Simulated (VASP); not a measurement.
# C (P6_3/mmc) in VASP: further runs, part 3 of 3

VASP 6.6.1. Earlier steps stand in the parts before.

## (6) Single point, r2SCAN (strain -0.025 along x and y, +0.000 along z)

File POSCAR:

```
C
1.0
    2.4470936931      0.0000000000      0.0000000000
   -1.2235468465      2.1192453036      0.0000000000
    0.0000000000      0.0000000000      8.2803246248
C
8
Direct
    0.0000000000      0.0000000000      0.0929334757
    0.0000000000      0.0000000000      0.5929334757
    0.0000000000      0.0000000000      0.4070665243
    0.0000000000      0.0000000000      0.9070665243
    0.3333333333      0.6666666667      0.1554962089
    0.6666666667      0.3333333333      0.6554962089
    0.3333333333      0.6666666667      0.3445037911
    0.6666666667      0.3333333333      0.8445037911
```

File INCAR.step1:

```
PREC = Accurate
ENCUT = 520
ISMEAR = 0
SIGMA = 0.05
LREAL = F
LASPH = T
NELM = 100
NBANDS = 26
GGA = PE
ALGO = Normal
EDIFF = 1E-4
LWAVE = T
LCHARG = F
```

File INCAR.step2:

```
PREC = Accurate
ENCUT = 520
EDIFF = 1E-6
ISMEAR = 0
SIGMA = 0.05
LREAL = F
LASPH = T
NELM = 100
ALGO = Normal
ISIF = 2
LWAVE = F
LCHARG = T
METAGGA = R2SCAN
LMIXTAU = T
LELF = T
LVHAR = T
NBANDS = 26
ISTART = 1
```

File KPOINTS:

```
Automatic mesh
0
Gamma
  12 12 4
```

Potentials or basis: VASP PAW PBE potentials, release 64 (C).

Started as:

```sh
> cat potpaw_PBE.64/C/POTCAR > POTCAR
> cp INCAR.step1 INCAR
> mpirun -np 1 vasp_std > vasp.out
> cp INCAR.step2 INCAR
> mpirun -np 1 vasp_std > vasp.out
```

OUTCAR:

```text
PREC = Accurate
   ENCUT = 520
   EDIFF = 1E-6
   ISMEAR = 0
   LREAL = F
   LASPH = T
   NELM = 100
   ISIF = 2
   METAGGA = R2SCAN
   ISTART = 1

 ion  position               nearest neighbor table
   1  0.000  0.000  0.093-   5 1.50   5 1.50   5 1.50   4 1.54
   2  0.000  0.000  0.593-   6 1.50   6 1.50   6 1.50   3 1.54
   3  0.000  0.000  0.407-   7 1.50   7 1.50   7 1.50   2 1.54
   4  0.000  0.000  0.907-   8 1.50   8 1.50   8 1.50   1 1.54
   5  0.333  0.667  0.155-   1 1.50   1 1.50   1 1.50   7 1.57
   6  0.667  0.333  0.655-   2 1.50   2 1.50   2 1.50   8 1.57
   7  0.333  0.667  0.345-   3 1.50   3 1.50   3 1.50   5 1.57
   8  0.667  0.333  0.845-   4 1.50   4 1.50   4 1.50   6 1.57

  LATTYP: Found a hexagonal cell.
 ALAT       =     2.4470936931
 C/A-ratio  =     3.3837382885

  Lattice vectors:

 A1 = (   2.4470936931,   0.0000000000,   0.0000000000)
 A2 = (  -1.2235468465,   2.1192453036,   0.0000000000)
 A3 = (   0.0000000000,   0.0000000000,   8.2803246248)

Analysis of symmetry for initial positions (statically):
=====================================================================
 Subroutine PRICEL returns:
 Original cell was already a primitive cell.

 Routine SETGRP: Setting up the symmetry group for a
 hexagonal supercell.

 Subroutine GETGRP returns: Found 24 space group operations
 (whereof 12 operations were pure point group operations)
 out of a pool of 24 trial point group operations.

The static configuration has the point symmetry D_3d.
 The point group associated with its full space group is D_6h.

Analysis of symmetry for dynamics (positions and initial velocities):
=====================================================================
 Subroutine PRICEL returns:
 Original cell was already a primitive cell.

 Routine SETGRP: Setting up the symmetry group for a
 hexagonal supercell.

 Subroutine GETGRP returns: Found 24 space group operations
 (whereof 12 operations were pure point group operations)
 out of a pool of 24 trial point group operations.

The dynamic configuration has the point symmetry D_3d.
 The point group associated with its full space group is D_6h.

 Subroutine INISYM returns: Found 24 space group operations
 (whereof 12 operations are pure point group operations),
 and found     1 'primitive' translations

----------------------------------------------------------------------------------------

                                     Primitive cell

  volume of cell :      42.9417

  direct lattice vectors                    reciprocal lattice vectors
     2.447093693  0.000000000  0.000000000     0.408648023  0.235933046  0.000000000
    -1.223546846  2.119245304  0.000000000     0.000000000  0.471866092  0.000000000
     0.000000000  0.000000000  8.280324625     0.000000000  0.000000000  0.120768212

  length of vectors
     2.447093693  2.447093693  8.280324625     0.471866092  0.471866092  0.120768212

  position of ions in fractional coordinates (direct lattice)
     0.000000000  0.000000000  0.092933476
     0.000000000  0.000000000  0.592933476
     0.000000000  0.000000000  0.407066524
     0.000000000  0.000000000  0.907066524
[... 45 lines left out ...]
  0.083333 -0.000000  0.000000      6.000000
  0.166667 -0.000000  0.000000      6.000000
  0.250000 -0.000000  0.000000      6.000000
  0.333333  0.000000  0.000000      6.000000
  0.416667  0.000000  0.000000      6.000000
[... 16 lines left out ...]
  0.250000 -0.000000  0.250000     12.000000
  0.333333  0.000000  0.250000     12.000000
 [... further k-points ...]
   k-points           NKPTS =     57   k-points in BZ     NKDIM =     57   number of bands    NBANDS=     26
   number of dos      NEDOS =    301   number of ions     NIONS =      8
   total plane-waves  NPLWV =  20736
   dimension x,y,z NGX =    18 NGY =   18 NGZ =   64
   dimension x,y,z NGXF=    36 NGYF=   36 NGZF=  128
   ions per type =               8
   NGX,Y,Z   is equivalent  to a cutoff of  12.23, 12.23, 12.85 a.u.
   NGXF,Y,Z  is equivalent  to a cutoff of  24.46, 24.46, 25.70 a.u.
 SYSTEM =  unknown system
   PREC   = accura    normal or accurate (medium, high low for compatibility)
   ISTART =      1    job   : 0-new  1-cont  2-samecut
   ICHARG =      0    charge: 1-file 2-atom 10-const
   ISPIN  =      1    spin polarized calculation?
   LNONCOLLINEAR =      F non collinear calculations
   LSORBIT =      F    spin-orbit coupling
   LASPH  =      T    aspherical Exc in radial PAW
   ENCUT  =  520.0 eV  38.22 Ry    6.18 a.u.   4.55  4.55 15.40*2*pi/ulx,y,z
   NELM   =    100;   NELMIN=  2; NELMDL=  0     # of ELM steps
   EDIFF  = 0.1E-05   stopping-criterion for ELM
   LREAL  =      F    real-space projection
   EDIFFG = 0.1E-04   stopping-criterion for IOM
   NSW    =      0    number of steps for IOM
   IBRION =     -1    ionic relax: 0-MD 1-quasi-New 2-CG
   NFREE  =      0    steps in history (QN), initial steepest desc. (CG)
   ISIF   =      2    stress and relaxation
   ISYM   =      2    0-nonsym 1-usesym 2-fastsym
   POTIM  = 0.5000    time-step for ionic-motion
   TEBEG  =    0.0;   TEEND  =   0.0 temperature during run
   PSTRESS=    0.0 pullay stress
   NELECT =      32.0000    total number of electrons
   NUPDOWN=      -1.0000    fix difference up-down
   EMIN   =  10.00;   EMAX   =-10.00  energy-range for DOS
   EFERMI =   0.00;   METHOD = LEGACY
   ISMEAR =     0;   SIGMA  =   0.05  broadening in eV -4-tet -1-fermi 0-gaus
   EFERMI_NEDOS =   21; number of points for ismear=-14 and -15
   IALGO  =     38    algorithm
   IMIX   =      4    mixing-type and parameters
     AMIX     =   0.40;   BMIX     =  1.00
     AMIX_MAG =   1.60;   BMIX_MAG =  1.00
  volume/ion in A,a.u.               =       5.37        36.22
  Fermi-wavevector in a.u.,A,eV,Ry     =   1.484221  2.804770 29.972417  2.202911
  Thomas-Fermi vector in A             =   2.597784
   LORBIT       =      0    0 simple, 1 ext, 2 COOP (PROOUT), +10 PAW based schemes
   METAGGA = R2SCAN    functional components
   LHFCALC =     F    Hartree Fock is set to
   AEXX    =    0.0000 exact exchange contribution
   IVDW    =     0    specifies the selected vdW correction
   LEPSILON=     F    determine dielectric tensor
   LRPA    =     F    only Hartree local field effects (RPA)
 non-spin polarized calculation
 Gauss-broadening in eV      SIGMA  =   0.05
  energy-cutoff  :      520.00
  volume of cell :       42.94
 maximum number of plane-waves:      1180
   NGX =  9   NGY =  9   NGZ = 31

 number of electron      31.9999993 magnetization

 Free energy of the ion-electron system (eV)
  ---------------------------------------------------
  ext. energy  EPLUGINS =         0.00000000
  ---------------------------------------------------
  free energy    TOTEN  =       -78.27557917 eV

  energy without entropy =      -78.27557917  energy(sigma->0) =      -78.27557917

 E-fermi :  10.8934     XC(G=0): -14.5611

 val. band max:       10.6767137181   @ k =   0.0000   0.0000   0.0000
 cond. band min:      15.8105018633   @ k =   0.4167   0.0000   0.0000
 fundamental gap:      5.1337881451
 Fermi energy:        10.8934461613

 k-point     1 :       0.0000    0.0000    0.0000
  band No.  band energies     occupation
      1     -12.9619      2.00000
      2     -11.2556      2.00000
      3     -11.1334      2.00000
      4      -7.1865      2.00000
      5      -4.1371      2.00000
      6       2.8070      2.00000
[... 685 lines left out ...]
     25      22.2833      0.00000
     26      23.7516      0.00000

 [... further k-points ...]

------------------------ aborting loop because EDIFF is reached ----------------------------------------

  FORCE on cell =-STRESS in cart. coord.  units (eV):
  Direction    XX          YY          ZZ          XY          YZ          ZX
  --------------------------------------------------------------------------------------
  -------------------------------------------------------------------------------------
  Total       10.3491584     10.3491584      0.8234827      0.0000000     -0.0000000      0.0000000
  in kB      386.1325627    386.1325627     30.7245752      0.0000000     -0.0000000      0.0000000
  external PRESSURE =     267.6632336 kB  Pullay stress =       0.0000000 kB

 VOLUME and BASIS-vectors are now :
 -----------------------------------------------------------------------------
  energy-cutoff  :      520.00
  volume of cell :       42.94
      direct lattice vectors                 reciprocal lattice vectors
     2.447093693  0.000000000  0.000000000     0.408648023  0.235933046  0.000000000
    -1.223546846  2.119245304  0.000000000     0.000000000  0.471866092  0.000000000
     0.000000000  0.000000000  8.280324625     0.000000000  0.000000000  0.120768212

 POSITION                                       TOTAL-FORCE (eV/Angst)
 -----------------------------------------------------------------------------------
      0.00000      0.00000      0.76952         0.000000     -0.000000     -0.083556
      0.00000      0.00000      4.90968        -0.000000     -0.000000     -0.083556
      0.00000      0.00000      3.37064         0.000000     -0.000000      0.083556
      0.00000      0.00000      7.51081        -0.000000      0.000000      0.083556
     -0.00000      1.41283      1.28756        -0.000000      0.000000      0.153883
      1.22355      0.70642      5.42772         0.000000     -0.000000      0.153883
     -0.00000      1.41283      2.85260        -0.000000      0.000000     -0.153883
      1.22355      0.70642      6.99277         0.000000     -0.000000     -0.153883
 -----------------------------------------------------------------------------------
    total drift:                                0.000000     -0.000000     -0.000000

  FREE ENERGIE OF THE ION-ELECTRON SYSTEM (eV)
  ---------------------------------------------------
  free  energy   TOTEN  =       -78.2755791745 eV

  energy  without entropy=      -78.2755791745  energy(sigma->0) =      -78.27557917
```

It took 2.4 min on 1 thread of Intel Xeon Platinum 8375C at 2.90GHz (Ice Lake), shared host; peak memory 0.17 GiB.

What came out:

```yaml
Free_energy: -78.2756 eV
Pressure: 26.8 GPa
Largest_force: 0.154 eV/Å
Band_gap_on_the_k_mesh: 5.13 eV (least direct gap 5.18 eV)
```

Forces on the atoms (eV/Å):
```
C    0.000  0.000 -0.084
C    0.000  0.000 -0.084
C    0.000  0.000  0.084
C    0.000  0.000  0.084
C    0.000  0.000  0.154
C    0.000  0.000  0.154
C    0.000  0.000 -0.154
C    0.000  0.000 -0.154
```

Levels at points of the mesh, in eV from the valence-band top:
```tsv
k point	band 14	band 15	band 16	band 17	band 18	band 19
(0.00, 0.00, 0.00)	-0.28	0.00	0.00	5.18	5.96	5.96
(0.50, 0.00, 0.00)	-5.35	-4.15	-3.43	5.35	5.65	6.70
(0.00, 0.00, 0.50)	-0.66	-0.66	-0.66	6.75	6.75	6.75
(0.50, 0.00, 0.50)	-5.27	-4.13	-4.13	5.68	5.68	7.22
```

Caveat: the cell differs from its parent crystal (strain -0.025 along x and y, +0.000 along z); the cell stands under pressure; the PAW data sets were made with another functional, which shifts forces and pressure a little. A k mesh can miss the band edges.

## (7) The runs side by side

```tsv
cell	gap on the mesh (eV)	pressure (GPa)	largest force (eV/Å)
a = 2.384, b = 2.384, c = 8.487 Å, angles 90.0, 90.0, 120.0°, 8 atoms	3.72	45.7	0.28
a = 2.447, b = 2.447, c = 8.073 Å, angles 90.0, 90.0, 120.0°, 8 atoms	4.98	40.8	0.08
a = 2.384, b = 2.384, c = 8.694 Å, angles 90.0, 90.0, 120.0°, 8 atoms	2.94	34.2	0.08
a = 2.510, b = 2.510, c = 7.866 Å, angles 90.0, 90.0, 120.0°, 8 atoms	4.17	28.7	0.41
a = 2.447, b = 2.447, c = 8.280 Å, angles 90.0, 90.0, 120.0°, 8 atoms	5.13	26.8	0.15
```

Alike in all rows: task single point; level r2SCAN; potentials or basis VASP PAW PBE potentials, release 64 (C); no spin polarisation; k mesh 12 × 12 × 4; cutoff (eV) 520; smearing gaussian 0.05 eV.

Caveats: the cell stands under pressure; the PAW data sets were made with another functional, which shifts forces and pressure a little.

Absolute energies hang on the potentials; compare differences alone.
